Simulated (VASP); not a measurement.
# Ba2NF (R-3m) in VASP: single point with LDA

Aim: the single point of Ba2NF with LDA.

Everything below comes from runs of VASP 6.6.1. Logs are shortened: lines on timing, memory, paths and dates and some standing lists are left out, and cuts for length are marked.

## (1) The cell of the first run

The structure is trigonal, space group R-3m (No. 166). The conventional cell has a = 4.022 Å, b = 4.022 Å, c = 20.025 Å, α = 90.00°, β = 90.00°, γ = 120.00°. Ba (site symmetry 3m) has 3 N at 2.77 Å and 3 F at 2.95 Å within 3.7 Å. N (site symmetry -3m) has 6 Ba at 2.77 Å within 3.7 Å. Within 3.9 Å of F (site symmetry -3m) lie 6 Ba at 2.95 Å.

## (2) Single point, LDA

Input file INCAR:

```
SYSTEM = Ba2NF
PREC = Accurate
ENCUT = 520
EDIFF = 1E-6
ISMEAR = 0
SIGMA = 0.02
LREAL = .FALSE.
LASPH = .TRUE.
NELM = 60
ALGO = Normal
ISIF = 2
LWAVE = .FALSE.
LCHARG = .FALSE.
NBANDS = 24
```

Input file KPOINTS:

```
regular mesh
0
G
  7 7 7
  0 0 0
```

Input file POSCAR:

```
Ba2NF
1.0
    7.0674050000      0.0000000000      0.0000000000
    5.9231642164      3.8554298204      0.0000000000
    5.9231642164      1.7579171144      3.4313359671
Ba N F
2 1 1
Direct
    0.7576400200      0.7576400200      0.7576400200
    0.2423599800      0.2423599800      0.2423599800
    0.5000000000      0.5000000000      0.5000000000
    0.0000000000      0.0000000000      0.0000000000
```

Potentials or basis: VASP PAW LDA potentials, release 64 (Ba_sv, N, F).

Command:

```
$ cat potpaw_LDA.64/Ba_sv/POTCAR potpaw_LDA.64/N/POTCAR potpaw_LDA.64/F/POTCAR > POTCAR
$ mpirun -np 1 vasp_std > vasp.out
```

OUTCAR:

```text
SYSTEM = Ba2NF
   PREC = Accurate
   ENCUT = 520
   EDIFF = 1E-6
   ISMEAR = 0
   LREAL = .FALSE.
   LASPH = .TRUE.
   NELM = 60
   ISIF = 2

 ion  position               nearest neighbor table
   1  0.758  0.758  0.758-   3 2.77   3 2.77   3 2.77   4 2.95   4 2.95   4 2.95   2 3.82   2 3.82
                             2 3.82   2 4.32   2 4.32   2 4.32
   2  0.242  0.242  0.242-   3 2.77   3 2.77   3 2.77   4 2.95   4 2.95   4 2.95   1 3.82   1 3.82
                             1 3.82   1 4.32   1 4.32   1 4.32
   3  0.500  0.500  0.500-   2 2.77   1 2.77   1 2.77   2 2.77   2 2.77   1 2.77
   4  0.000  0.000  0.000-   1 2.95   2 2.95   2 2.95   1 2.95   1 2.95   2 2.95

  LATTYP: Found a trigonal (rhomboedric) cell.
 ALAT       =     7.0674050000
 COS(alpha) =     0.8380960503

  Lattice vectors:

 A1 = (   7.0674050000,   0.0000000000,   0.0000000000)
 A2 = (   5.9231642164,   3.8554298204,   0.0000000000)
 A3 = (   5.9231642164,   1.7579171144,   3.4313359671)

Analysis of symmetry for initial positions (statically):
=====================================================================
 Subroutine PRICEL returns:
 Original cell was already a primitive cell.

 Routine SETGRP: Setting up the symmetry group for a
 trigonal (rhombohedral) supercell.

 Subroutine GETGRP returns: Found 12 space group operations
 (whereof 12 operations were pure point group operations)
 out of a pool of 12 trial point group operations.

The static configuration has the point symmetry D_3d.

Analysis of symmetry for dynamics (positions and initial velocities):
=====================================================================
 Subroutine PRICEL returns:
 Original cell was already a primitive cell.

 Routine SETGRP: Setting up the symmetry group for a
 trigonal (rhombohedral) supercell.

 Subroutine GETGRP returns: Found 12 space group operations
 (whereof 12 operations were pure point group operations)
 out of a pool of 12 trial point group operations.

The dynamic configuration has the point symmetry D_3d.

 Subroutine INISYM returns: Found 12 space group operations
 (whereof 12 operations are pure point group operations),
 and found     1 'primitive' translations

----------------------------------------------------------------------------------------

                                     Primitive cell

  volume of cell :      93.4966

  direct lattice vectors                    reciprocal lattice vectors
[... 92 lines left out ...]
   LREAL  =      F    real-space projection
   EDIFFG = 0.1E-04   stopping-criterion for IOM
   NSW    =      0    number of steps for IOM
   IBRION =     -1    ionic relax: 0-MD 1-quasi-New 2-CG
   NFREE  =      0    steps in history (QN), initial steepest desc. (CG)
   ISIF   =      2    stress and relaxation
   ISYM   =      2    0-nonsym 1-usesym 2-fastsym
   POTIM  = 0.5000    time-step for ionic-motion
   TEBEG  =    0.0;   TEEND  =   0.0 temperature during run
   PSTRESS=    0.0 pullay stress
   NELECT =      32.0000    total number of electrons
   NUPDOWN=      -1.0000    fix difference up-down
   EMIN   =  10.00;   EMAX   =-10.00  energy-range for DOS
   EFERMI =   0.00;   METHOD = LEGACY
   ISMEAR =     0;   SIGMA  =   0.02  broadening in eV -4-tet -1-fermi 0-gaus
   EFERMI_NEDOS =   21; number of points for ismear=-14 and -15
   IALGO  =     38    algorithm
   IMIX   =      4    mixing-type and parameters
     AMIX     =   0.40;   BMIX     =  1.00
     AMIX_MAG =   1.60;   BMIX_MAG =  1.00
  volume/ion in A,a.u.               =      23.37       157.74
  Fermi-wavevector in a.u.,A,eV,Ry     =   1.145142  2.164005 17.842014  1.311351
  Thomas-Fermi vector in A             =   2.281832
   LORBIT       =      0    0 simple, 1 ext, 2 COOP (PROOUT), +10 PAW based schemes
   GGA     = CA    functional components
   LHFCALC =     F    Hartree Fock is set to
   AEXX    =    0.0000 exact exchange contribution
   IVDW    =     0    specifies the selected vdW correction
   LEPSILON=     F    determine dielectric tensor
   LRPA    =     F    only Hartree local field effects (RPA)
 non-spin polarized calculation
 Gauss-broadening in eV      SIGMA  =   0.02
  energy-cutoff  :      520.00
  volume of cell :       93.50
 maximum number of plane-waves:      2544
 NGX is ok and might be reduce to    54
   NGX = 27   NGY = 27   NGZ = 27

 number of electron      31.9999997 magnetization

 Free energy of the ion-electron system (eV)
  ---------------------------------------------------
  ext. energy  EPLUGINS =         0.00000000
  ---------------------------------------------------
  free energy    TOTEN  =       -23.05923191 eV

  energy without entropy =      -23.05923191  energy(sigma->0) =      -23.05923191

 E-fermi :   2.3545     XC(G=0):  -9.6250

 val. band max:        2.2163920395   @ k =  -0.4286   0.4286   0.0000
 cond. band min:       3.1997180032   @ k =  -0.4286  -0.4286   0.1429
 fundamental gap:      0.9833259637
 Fermi energy:         2.3544533976

 k-point     1 :       0.0000    0.0000    0.0000
  band No.  band energies     occupation
      1     -24.6267      2.00000
      2     -24.4116      2.00000
      3     -20.8005      2.00000
      4     -10.9746      2.00000
      5      -9.3828      2.00000
      6      -9.3828      2.00000
[... 637 lines left out ...]
     23       8.1392      0.00000
     24       8.3180      0.00000

 [... further k-points ...]

------------------------ aborting loop because EDIFF is reached ----------------------------------------

  FORCE on cell =-STRESS in cart. coord.  units (eV):
  Direction    XX          YY          ZZ          XY          YZ          ZX
  --------------------------------------------------------------------------------------
  -------------------------------------------------------------------------------------
  Total       -1.9785285     -2.0816602     -2.0878995      0.0335646      0.0060893      0.0205174
  in kB      -33.9044625    -35.6717489    -35.7786659      0.5751697      0.1043475      0.3515907
  external PRESSURE =     -35.1182924 kB  Pullay stress =       0.0000000 kB

 VOLUME and BASIS-vectors are now :
 -----------------------------------------------------------------------------
  energy-cutoff  :      520.00
  volume of cell :       93.50
      direct lattice vectors                 reciprocal lattice vectors
     7.067405000  0.000000000  0.000000000     0.141494650 -0.217380704 -0.132880835
     5.923164216  3.855429820  0.000000000     0.000000000  0.259374453 -0.132880835
     5.923164216  1.757917114  3.431335967     0.000000000  0.000000000  0.291431678

 POSITION                                       TOTAL-FORCE (eV/Angst)
 -----------------------------------------------------------------------------------
     14.32980      4.25290      2.59972         0.065120      0.019327      0.011814
      4.58393      1.36045      0.83162        -0.065120     -0.019327     -0.011814
      9.45687      2.80667      1.71567        -0.000000      0.000000      0.000000
      0.00000      0.00000      0.00000        -0.000000      0.000000      0.000000
 -----------------------------------------------------------------------------------
    total drift:                               -0.000000      0.000000      0.000000

  FREE ENERGIE OF THE ION-ELECTRON SYSTEM (eV)
  ---------------------------------------------------
  free  energy   TOTEN  =       -23.0592319128 eV

  energy  without entropy=      -23.0592319128  energy(sigma->0) =      -23.05923191
```

OSZICAR:

```text
N       E                     dE             d eps       ncg     rms          rms(c)
DAV:   1     0.188510581574E+03    0.18851E+03   -0.14604E+04  2112   0.120E+03
DAV:   2    -0.170599393432E+02   -0.20557E+03   -0.19033E+03  3184   0.243E+02
DAV:   3    -0.282684721159E+02   -0.11209E+02   -0.11100E+02  2872   0.588E+01
DAV:   4    -0.285576658976E+02   -0.28919E+00   -0.28908E+00  3064   0.777E+00
DAV:   5    -0.285601188904E+02   -0.24530E-02   -0.24529E-02  2752   0.713E-01    0.124E+01
DAV:   6    -0.238129206213E+02    0.47472E+01   -0.27752E+01  2352   0.251E+01    0.879E+00
DAV:   7    -0.232171585209E+02    0.59576E+00   -0.30084E+00  2616   0.824E+00    0.314E+00
DAV:   8    -0.230727330376E+02    0.14443E+00   -0.41179E-01  2288   0.353E+00    0.125E+00
DAV:   9    -0.230587261249E+02    0.14007E-01   -0.46103E-02  3048   0.123E+00    0.516E-01
DAV:  10    -0.230596940854E+02   -0.96796E-03   -0.56976E-03  2464   0.501E-01    0.158E-01
DAV:  11    -0.230592506985E+02    0.44339E-03   -0.15589E-03  2904   0.218E-01    0.347E-02
DAV:  12    -0.230592585016E+02   -0.78031E-05   -0.13791E-04  2672   0.679E-02    0.310E-02
DAV:  13    -0.230592323269E+02    0.26175E-04   -0.13532E-04  2792   0.721E-02    0.889E-03
DAV:  14    -0.230592322043E+02    0.12261E-06   -0.12309E-05  2600   0.192E-02    0.766E-03
DAV:  15    -0.230592319128E+02    0.29151E-06   -0.27639E-06  2192   0.900E-03
   1 F= -.23059232E+02 E0= -.23059232E+02  d E =-.398263E-24
```

Run time: 8.1 min. Hardware: 1 thread of AMD EPYC 7R43 (Zen 3), shared host; peak memory 0.31 GiB.

What came out:

```yaml
Free_energy: -23.0592 eV
Pressure: -3.5 GPa
Largest_force: 0.069 eV/Å
Band_gap_on_the_k_mesh: 0.98 eV, indirect (least direct gap 1.03 eV)
```

Forces in eV/Å, atoms in the order of the input:
```
Ba   0.065  0.019  0.012
Ba  -0.065 -0.019 -0.012
N    0.000  0.000  0.000
F    0.000  0.000  0.000
```

Stress tensor (GPa, compression positive):
```
-3.39  0.06  0.04
 0.06 -3.57  0.01
 0.04  0.01 -3.58
```

Caveat: spin-orbit coupling is left out, which moves the levels of the heavy elements. A k mesh can miss the band edges.
